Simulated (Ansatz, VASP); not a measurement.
## CaO in VASP and in Ansatz

```
Ca O
1.0
     3.40331    0.00000    0.00000
     1.70165    2.94735    0.00000
     1.70165    0.98245    2.77879
Ca O
1 1
Direct
  0.00000 0.00000 0.00000
  0.50000 0.50000 0.50000
```

Alike in both runs: task single point; functional PBE; k mesh 6 × 6 × 6; no spin polarisation.

```csv
,VASP,Ansatz
version,VASP 6.6.1,Ansatz 0.2.0
potentials or method,"VASP PAW PBE potentials, release 64 (Ca_sv, O)","plane waves, PAW"
plane-wave cutoff (eV),600,420
occupations,"gaussian, width 0.01 eV",fixed
valence electrons in the cell,16,16
```

```tsv
	VASP	Ansatz	Ansatz less VASP
gap on the k mesh at the Fermi level (eV)	3.64	3.66	+0.019
```
